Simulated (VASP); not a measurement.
# Au in VASP: density of states with PBE

Aim: the density of states of Au with PBE.

Program: VASP 6.6.1. These are calculated values, not measurements. Logs are shortened: lines on timing, memory, paths and dates and some standing lists are left out, and cuts for length are marked.

**1. The cell of the first run**

The cell holds a sheet with vacuum, 1 atom: a = 2.662 Å, b = 2.662 Å, c = 23.800 Å, α = 90.00°, β = 90.00°, γ = 90.00°.

**2. Density of states, PBE**

POSCAR reads:

```
Au
1.0
    2.6622700000      0.0000000000      0.0000000000
    0.0000000000      2.6617000000      0.0000000000
    0.0000000000      0.0000000000     23.8000000000
Au
1
Direct
    0.0000000000      0.5000000000      0.2941200000
```

INCAR.step1 reads:

```
SYSTEM = Au
PREC = Accurate ; ENCUT = 520
EDIFF = 1E-6 ; ISMEAR = -1
SIGMA = 0.05 ; LREAL = .False.
LASPH = .True. ; NELM = 60
ALGO = Normal ; ISIF = 2
LWAVE = .False. ; LCHARG = .True.
LMAXMIX = 4 ; LDIPOL = .True.
IDIPOL = 3 ; DIPOL = 0.5 0.5 0.294
GGA = PE ; NBANDS = 12
```

KPOINTS.step1 reads:

```
Automatic mesh
0
Gamma
  10 10 1
  0 0 0
```

INCAR.step2 reads:

```
SYSTEM = Au
PREC = Accurate ; ENCUT = 520
EDIFF = 1E-6 ; ISMEAR = -5
SIGMA = 0.05 ; LREAL = .False.
LASPH = .True. ; NELM = 60
ALGO = Normal ; ISIF = 2
LWAVE = .False. ; LCHARG = .False.
LMAXMIX = 4 ; LDIPOL = .True.
IDIPOL = 3 ; DIPOL = 0.5 0.5 0.294
GGA = PE ; LORBIT = 11
NEDOS = 1001 ; ICHARG = 11
```

KPOINTS.step2 reads:

```
Automatic mesh
0
Gamma
  15 15 1
  0 0 0
```

Potentials or basis: VASP PAW PBE potentials, release 64 (Au).

On the command line:

```sh
$ cat potpaw_PBE.64/Au/POTCAR > POTCAR
$ cp INCAR.step1 INCAR
$ cp KPOINTS.step1 KPOINTS
$ mpirun -np 1 vasp_std > vasp.out
$ cp INCAR.step2 INCAR
$ cp KPOINTS.step2 KPOINTS
$ mpirun -np 1 vasp_std > vasp.out
```

OUTCAR:

```text
SYSTEM = Au
   PREC = Accurate
   ENCUT = 520
   EDIFF = 1E-6
   ISMEAR = -5
   LREAL = .False.
   LASPH = .True.
   NELM = 60
   ISIF = 2
   GGA = PE
   LORBIT = 11
   ICHARG = 11

 ion  position               nearest neighbor table
   1  0.000  0.500  0.294-

  LATTYP: Found a simple orthorhombic cell.
 ALAT       =     2.6617000000
 B/A-ratio  =     1.0002141489
 C/A-ratio  =     8.9416538303

  Lattice vectors:

 A1 = (   0.0000000000,  -2.6617000000,   0.0000000000)
 A2 = (   2.6622700000,   0.0000000000,   0.0000000000)
 A3 = (   0.0000000000,   0.0000000000,  23.8000000000)

Analysis of symmetry for initial positions (statically):
=====================================================================
 Subroutine PRICEL returns:
 Original cell was already a primitive cell.

 Routine SETGRP: Setting up the symmetry group for a
 simple orthorhombic supercell.

 Subroutine GETGRP returns: Found  8 space group operations
 (whereof  4 operations were pure point group operations)
 out of a pool of  8 trial point group operations.

The static configuration has the point symmetry C_2v.
 The point group associated with its full space group is D_2h.

Analysis of symmetry for dynamics (positions and initial velocities):
=====================================================================
 Subroutine PRICEL returns:
 Original cell was already a primitive cell.

 Routine SETGRP: Setting up the symmetry group for a
 simple orthorhombic supercell.

 Subroutine GETGRP returns: Found  8 space group operations
 (whereof  4 operations were pure point group operations)
 out of a pool of  8 trial point group operations.

The dynamic configuration has the point symmetry C_2v.
 The point group associated with its full space group is D_2h.

 Subroutine INISYM returns: Found  8 space group operations
 (whereof  4 operations are pure point group operations),
 and found     1 'primitive' translations

----------------------------------------------------------------------------------------

                                     Primitive cell

  volume of cell :     168.6507

  direct lattice vectors                    reciprocal lattice vectors
     2.662270000  0.000000000  0.000000000     0.375619302  0.000000000  0.000000000
     0.000000000  2.661700000  0.000000000     0.000000000  0.375699741  0.000000000
     0.000000000  0.000000000 23.800000000     0.000000000  0.000000000  0.042016807

  length of vectors
     2.662270000  2.661700000 23.800000000     0.375619302  0.375699741  0.042016807

  position of ions in fractional coordinates (direct lattice)
     0.000000000  0.500000000  0.294120000

  ion indices of the primitive-cell ions
   primitive index   ion index
                 1           1

----------------------------------------------------------------------------------------

 KPOINTS: Automatic mesh

Automatic generation of k-mesh.
 Grid dimensions read from file:
 generate k-points for:   15   15    1

 Generating k-lattice:

  Cartesian coordinates                     Fractional coordinates (reciprocal lattice)
     0.025041287  0.000000000  0.000000000     0.066666667  0.000000000  0.000000000
     0.000000000  0.025046649  0.000000000     0.000000000  0.066666667  0.000000000
     0.000000000  0.000000000  0.042016807     0.000000000  0.000000000  1.000000000

  Length of vectors
     0.025041287  0.025046649  0.042016807

  Shift w.r.t. Gamma in fractional coordinates (k-lattice)
     0.000000000  0.000000000  0.000000000

 TETIRR: Found    631 inequivalent tetrahedra from     1350

 Subroutine IBZKPT returns following result:
 ===========================================

 Found     64 irreducible k-points:

 Following reciprocal coordinates:
            Coordinates               Weight
  0.000000  0.000000  0.000000      1.000000
  0.066667  0.000000  0.000000      2.000000
  0.133333  0.000000  0.000000      2.000000
  0.200000  0.000000  0.000000      2.000000
  0.266667  0.000000  0.000000      2.000000
  0.333333  0.000000  0.000000      2.000000
[... 16 lines left out ...]
  0.400000  0.133333  0.000000      4.000000
  0.466667  0.133333  0.000000      4.000000
 [... further k-points ...]
   k-points           NKPTS =     64   k-points in BZ     NKDIM =     64   number of bands    NBANDS=      9
   number of dos      NEDOS =   1001   number of ions     NIONS =      1
   total plane-waves  NPLWV =  72000
   dimension x,y,z NGX =    20 NGY =   20 NGZ =  180
   dimension x,y,z NGXF=    40 NGYF=   40 NGZF=  360
   ions per type =               1
   NGX,Y,Z   is equivalent  to a cutoff of  12.49, 12.49, 12.57 a.u.
   NGXF,Y,Z  is equivalent  to a cutoff of  24.98, 24.98, 25.15 a.u.
 SYSTEM =  Au
   PREC   = accura    normal or accurate (medium, high low for compatibility)
   ISTART =      0    job   : 0-new  1-cont  2-samecut
   ICHARG =     11    charge: 1-file 2-atom 10-const
   ISPIN  =      1    spin polarized calculation?
   LNONCOLLINEAR =      F non collinear calculations
   LSORBIT =      F    spin-orbit coupling
   LASPH  =      T    aspherical Exc in radial PAW
   ENCUT  =  520.0 eV  38.22 Ry    6.18 a.u.   4.95  4.95 44.25*2*pi/ulx,y,z
   NELM   =     60;   NELMIN=  2; NELMDL=  0     # of ELM steps
   EDIFF  = 0.1E-05   stopping-criterion for ELM
   LREAL  =      F    real-space projection
   EDIFFG = 0.1E-04   stopping-criterion for IOM
   NSW    =      0    number of steps for IOM
   IBRION =     -1    ionic relax: 0-MD 1-quasi-New 2-CG
   NFREE  =      0    steps in history (QN), initial steepest desc. (CG)
   ISIF   =      2    stress and relaxation
   ISYM   =      2    0-nonsym 1-usesym 2-fastsym
   POTIM  = 0.5000    time-step for ionic-motion
   TEBEG  =    0.0;   TEEND  =   0.0 temperature during run
   PSTRESS=    0.0 pullay stress
   NELECT =      11.0000    total number of electrons
   NUPDOWN=      -1.0000    fix difference up-down
   EMIN   =  10.00;   EMAX   =-10.00  energy-range for DOS
   EFERMI =   0.00;   METHOD = LEGACY
   ISMEAR =    -5;   SIGMA  =   0.05  broadening in eV -4-tet -1-fermi 0-gaus
   EFERMI_NEDOS =   21; number of points for ismear=-14 and -15
   IALGO  =     38    algorithm
   IMIX   =      4    mixing-type and parameters
     AMIX     =   0.40;   BMIX     =  1.00
     AMIX_MAG =   1.60;   BMIX_MAG =  1.00
  volume/ion in A,a.u.               =     168.65      1138.11
  Fermi-wavevector in a.u.,A,eV,Ry     =   0.658986  1.245303  5.908505  0.434263
  Thomas-Fermi vector in A             =   1.730980
   LORBIT       =     11    0 simple, 1 ext, 2 COOP (PROOUT), +10 PAW based schemes
   GGA     = PE    functional components
   LHFCALC =     F    Hartree Fock is set to
   AEXX    =    0.0000 exact exchange contribution
   IVDW    =     0    specifies the selected vdW correction
   LEPSILON=     F    determine dielectric tensor
   LRPA    =     F    only Hartree local field effects (RPA)
 non-spin polarized calculation
 Fermi weights with tetrahedron method with Bloechl corrections
  energy-cutoff  :      520.00
  volume of cell :      168.65
 maximum number of plane-waves:      4574
 NGX is ok and might be reduce to    20

 number of electron      11.0000002 magnetization

 dipolmoment           0.000000      0.000000     -0.000003 electrons x Angstroem

 Free energy of the ion-electron system (eV)
  ---------------------------------------------------
  ext. energy  EPLUGINS =         0.00000000
  ---------------------------------------------------
  free energy    TOTEN  =        -2.65187349 eV

  energy without entropy =       -2.65187349  energy(sigma->0) =       -2.65187349

 E-fermi :  -4.2852     XC(G=0):  -1.9493

 val. band max:       -4.4138384483   @ k =   0.4000   0.4667   0.0000
 cond. band min:      -4.2601599768   @ k =   0.3333   0.2667   0.0000
 fundamental gap:      0.1536784715
 Fermi energy:        -4.2852225277

 k-point     1 :       0.0000    0.0000    0.0000
  band No.  band energies     occupation
      1     -10.7227      2.00000
      2      -9.7367      2.00000
      3      -6.9250      2.00000
      4      -5.6110      2.00000
      5      -5.6095      2.00000
      6      -4.9883      2.00000
      7      -2.4265      0.00000
      8       1.1703      0.00000
      9       1.5885      0.00000

 k-point     2 :       0.0667    0.0000    0.0000
  band No.  band energies     occupation
      1     -10.5952      2.00000
      2      -9.6529      2.00000
      3      -6.8913      2.00000
      4      -5.7949      2.00000
      5      -5.5996      2.00000
      6      -5.0701      2.00000
      7      -2.2213      0.00000
      8       1.2613      0.00000
      9       1.6869      0.00000

 k-point     3 :       0.1333    0.0000    0.0000
  band No.  band energies     occupation
      1     -10.2899      2.00000
      2      -9.3361      2.00000
      3      -6.7929      2.00000
      4      -6.2345      2.00000
      5      -5.5714      2.00000
      6      -5.2944      2.00000
      7      -1.7032      0.00000
      8       1.5341      0.00000
      9       1.9814      0.00000

 k-point     4 :       0.2000    0.0000    0.0000
  band No.  band energies     occupation
      1      -9.9910      2.00000
      2      -8.6382      2.00000
      3      -6.7581      2.00000
      4      -6.6372      2.00000
      5      -5.6081      2.00000
      6      -5.5296      2.00000
      7      -1.0063      0.00000
      8       1.9886      0.00000
      9       2.4464      0.00000

 k-point     5 :       0.2667    0.0000    0.0000
  band No.  band energies     occupation
      1      -9.7610      2.00000
      2      -7.5709      2.00000
      3      -7.2581      2.00000
      4      -6.4231      2.00000
      5      -5.9469      2.00000
      6      -5.4811      2.00000
      7      -0.1932      0.00000
      8       2.6247      0.00000
      9       3.0983      0.00000

 k-point     6 :       0.3333    0.0000    0.0000
  band No.  band energies     occupation
      1      -9.5776      2.00000
      2      -7.6735      2.00000
      3      -6.5305      2.00000
      4      -6.2524      2.00000
      5      -5.8798      2.00000
      6      -5.4342      2.04519
      7       0.7063      0.00000
      8       3.4432      0.00000
      9       3.7560      0.00000
[... 169 lines left out ...]
 k-point    21 :       0.2667    0.1333    0.0000
  band No.  band energies     occupation
      1      -9.0849      2.00000
      2      -7.6042      2.00000
      3      -7.1934      2.00000
      4      -6.5079      2.00000
      5      -5.9651      2.00000
      6      -5.9072      2.00000
      7       0.3917      0.00000
      8       2.9906      0.00000
      9       3.4720      0.00000

 k-point    22 :       0.3333    0.1333    0.0000
  band No.  band energies     occupation
      1      -8.9070      2.00000
      2      -7.5918      2.00000
      3      -7.1138      2.00000
      4      -6.3777      2.00000
      5      -5.9068      2.00000
      6      -5.2398      2.05219
      7       1.2820      0.00000
      8       3.8084      0.00000
      9       4.2909      0.00000

 k-point    23 :       0.4000    0.1333    0.0000
  band No.  band energies     occupation
      1      -8.7624      2.00000
      2      -7.8783      2.00000
      3      -7.2327      2.00000
      4      -6.1499      2.00000
      5      -5.8580      2.00000
      6      -3.7924      0.25312
      7       2.2266      0.00000
      8       2.2305      0.00000
      9       4.8172      0.00000

 k-point    24 :       0.4667    0.1333    0.0000
  band No.  band energies     occupation
      1      -8.6763      2.00000
      2      -8.0274      2.00000
      3      -7.3525      2.00000
      4      -6.0421      2.00000
      5      -5.8307      2.00000
      6      -2.0974      0.00000
      7       0.2945      0.00000
      8       3.0238      0.00000
      9       5.9195      0.00000

 [... further k-points ...]

------------------------ aborting loop because EDIFF is reached ----------------------------------------

 vacuum level on the upper side and lower side of the slab       (xc-potential included)        -0.166        -0.165

  FORCE on cell =-STRESS in cart. coord.  units (eV):
  Direction    XX          YY          ZZ          XY          YZ          ZX
  --------------------------------------------------------------------------------------
  -------------------------------------------------------------------------------------
  Total        0.0987895      0.1074171      0.1626553      0.0000000      0.0000000      0.0000000
  in kB        0.9384976      1.0204601      1.5452216      0.0000000      0.0000000      0.0000000
  external PRESSURE =       1.1680598 kB  Pullay stress =       0.0000000 kB

 VOLUME and BASIS-vectors are now :
 -----------------------------------------------------------------------------
  energy-cutoff  :      520.00
  volume of cell :      168.65
      direct lattice vectors                 reciprocal lattice vectors
     2.662270000  0.000000000  0.000000000     0.375619302  0.000000000  0.000000000
     0.000000000  2.661700000  0.000000000     0.000000000  0.375699741  0.000000000
     0.000000000  0.000000000 23.800000000     0.000000000  0.000000000  0.042016807

 POSITION                                       TOTAL-FORCE (eV/Angst)
 -----------------------------------------------------------------------------------
      0.00000      1.33085      7.00006         0.000000      0.000000      0.000000
 -----------------------------------------------------------------------------------
    total drift:                               -0.000000      0.000000     -0.000034

  FREE ENERGIE OF THE ION-ELECTRON SYSTEM (eV)
  ---------------------------------------------------
  free  energy   TOTEN  =        -2.6518734924 eV

  energy  without entropy=       -2.6518734924  energy(sigma->0) =       -2.65187349

 vacuum level on the upper side and lower side of the slab         1.271         1.272

 total charge

# of ion       s       p       d       tot
------------------------------------------
    1        0.634   0.204   8.795   9.633
```

It took 61 s on 1 thread of AMD EPYC 9R45 (Zen 5), shared host; peak memory 0.26 GiB.

Results:

| Item | Value |
| --- | --- |
| Valence electrons inside the program's atomic spheres | Au 9.63 |

Levels at points of the mesh, in eV from the Fermi level:
```tsv
k point	band 4	band 5	band 6	band 7	band 8	band 9
(0.00, 0.00, 0.00)	-1.33	-1.32	-0.70	1.86	5.46	5.87
```

Caveat: spin-orbit coupling is left out, which moves the levels of the heavy elements; tetrahedron occupations give inexact forces and stress in metals.
